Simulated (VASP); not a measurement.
Input of a VASP 6.6.1 run:

INCAR

```
  PREC = Accurate
  ENCUT = 520
  EDIFF = 1E-6
  ISMEAR = -1
  SIGMA = 0.05
  LREAL = Auto
  LASPH = True
  NELM = 60
  ALGO = Normal
  ISIF = 2
  LWAVE = False
  LCHARG = False
  GGA = PE
  NBANDS = 129
  ISYM = 0
```

File KPOINTS:

```
Automatic mesh
0
Gamma
  1 1 1
  0.25 0.25 0.25
```

The input POSCAR:

```
Ge5Bi3
1.0
    7.3302180000     -0.1736460000     -0.1884740000
   -0.1736460000      7.0252930000     -0.1301890000
   -0.1884740000     -0.1301890000      7.5795750000
Ge Bi
10 6
Direct
    0.2902388939      0.4269654312      0.3142848626
    0.6828732445      0.8564597126      0.3784975392
    0.1624496289      0.3855947965      0.7534100174
    0.5815024126      0.1710523826      0.2722544766
    0.8829743003      0.2535849187      0.8571108097
    0.8301290664      0.5470837055      1.0534510215
    1.0065982194      0.6607841427      0.3349473314
    0.7029017084      0.9220155472      0.7553426120
    0.4644884335      0.2502843881      0.7244744286
    0.4780766078      0.6200339471      0.5682128101
    0.7874698746      0.4085452228      0.5247440247
    0.2783308622      1.0186528793      0.4839494999
    0.0556549080      0.7899468524      0.7586112538
    0.0062883019      0.1621108918      0.2118579520
    0.4530452423      0.5844147262      0.0158860646
    0.3379975174     -0.0052454482      1.0085281621
```

Potentials or basis: VASP PAW PBE potentials, release 64 (Ge_d, Bi_d).

Command:

```bash
$ cat potpaw_PBE.64/Ge_d/POTCAR potpaw_PBE.64/Bi_d/POTCAR > POTCAR
$ mpirun -np 1 vasp_std > vasp.out
```

(1) Predict the largest force.

(2) Estimate the pressure.

Answers

(1) 1.590 eV/Å.

(2) 6.7 GPa.

Caveat: the k points lie up to 0.90 Å⁻¹ apart, too coarse for converged energies, forces and pressures; the atoms stand as in a frame of molecular dynamics.
